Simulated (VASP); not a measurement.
NaCl: single point with PBEsol

Crystal: NaCl.

```xyz
2
Lattice="0.0000 2.8084 2.8084 2.8084 0.0000 2.8084 2.8084 2.8084 0.0000" Properties=species:S:1:pos:R:3 pbc="T T T"
Na    0.0000    0.0000    0.0000
Cl    2.8084    2.8084    2.8084
```

This cell differs from its parent crystal: strained.

| Item | Value |
| --- | --- |
| Program | VASP 6.6.1 |
| Task | single point |
| Functional | PBEsol |
| Potentials or basis | VASP PAW PBE potentials, release 64 (Na_pv, Cl) |
| Cutoff | 520 eV |
| k mesh | 8 × 8 × 8 |
| Occupations | gaussian, width 0.02 eV |
| Spin | no spin polarisation |
| Dipole correction | no |
| Further INCAR settings | ALGO = Normal; EDIFF = 1e-06; NBANDS = 14 |

| Quantity | Value |
| --- | --- |
| Pressure | -0.2 GPa |
| Band gap on the k mesh | 4.98 eV, direct |

Levels at points of the mesh, in eV from the valence-band top:
| k point | band 4 | band 5 | band 6 | band 7 | band 8 | band 9 | band 10 | band 11 |
| --- | --- | --- | --- | --- | --- | --- | --- | --- |
| (0.00, 0.00, 0.00) | -12.67 | 0.00 | 0.00 | 0.00 | 4.98 | 11.01 | 11.01 | 11.01 |
| (0.50, 0.00, 0.00) | -12.31 | -2.01 | -0.28 | -0.28 | 7.10 | 10.60 | 10.89 | 10.89 |
| (0.50, 0.50, 0.00) | -12.26 | -1.74 | -0.62 | -0.62 | 7.47 | 7.88 | 11.22 | 14.73 |

Wall time 37 s on 1 thread of Intel Xeon 6975P-C, with other jobs on the host, peak memory 0.17 GiB.

Caveat: the cell differs from its parent crystal (strained); the PAW data sets were made with another functional, which shifts forces and pressure a little.
